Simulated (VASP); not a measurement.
Input of a VASP 6.6.1 run:

File POSCAR:

```
LiCl
1.0
    4.1618736540      0.0000000000      0.0000000000
   -2.0809368270      3.6042883117      0.0000000000
    0.0000000000      0.0000000000      5.2325457660
Li Cl
2 2
Direct
    0.3333333333      0.6666666667      0.2500000000
    0.6666666667      0.3333333333      0.7500000000
    0.6666666667      0.3333333333      0.2500000000
    0.3333333333      0.6666666667      0.7500000000
```

INCAR.step1

```
SYSTEM = LiCl
ALGO     = Normal         ! electronic algorithm
EDIFF    = 1E-4           ! SCF threshold, eV
ENCUT    = 520            ! plane-wave cutoff, eV
GGA      = PE             ! functional
ISMEAR   = 0              ! smearing method
LASPH    = .True.         ! aspherical terms in the spheres
LCHARG   = .False.        ! write CHGCAR
LREAL    = .False.        ! projectors in reciprocal space
LWAVE    = .True.         ! write WAVECAR
NBANDS   = 18             ! bands
NELM     = 100            ! most SCF steps
PREC     = Accurate       ! precision mode
SIGMA    = 0.01           ! smearing width, eV
```

File INCAR.step2:

```
SYSTEM = LiCl
ALGO     = Normal         ! electronic algorithm
EDIFF    = 1E-6           ! SCF threshold, eV
ENCUT    = 520            ! plane-wave cutoff, eV
ISIF     = 2              ! what is computed and relaxed
ISMEAR   = 0              ! smearing method
ISTART   = 1            
LASPH    = .True.         ! aspherical terms in the spheres
LCHARG   = .False.        ! write CHGCAR
LMIXTAU  = .True.       
LREAL    = .False.        ! projectors in reciprocal space
LWAVE    = .False.        ! write WAVECAR
METAGGA  = R2SCAN         ! meta-GGA
NBANDS   = 18             ! bands
NELM     = 100            ! most SCF steps
PREC     = Accurate       ! precision mode
SIGMA    = 0.01           ! smearing width, eV
```

File KPOINTS:

```
k-points
0
Gamma
  6 6 4
  0 0 0
```

Potentials or basis: VASP PAW PBE potentials, release 64 (Li_sv, Cl).

Run with:

```sh
$ cat potpaw_PBE.64/Li_sv/POTCAR potpaw_PBE.64/Cl/POTCAR > POTCAR
$ cp INCAR.step1 INCAR
$ mpirun -np 1 vasp_std > vasp.out
$ cp INCAR.step2 INCAR
$ mpirun -np 1 vasp_std > vasp.out
```

(1) Estimate the band gap on the k mesh.

## Answers

(1) 6.35 eV.
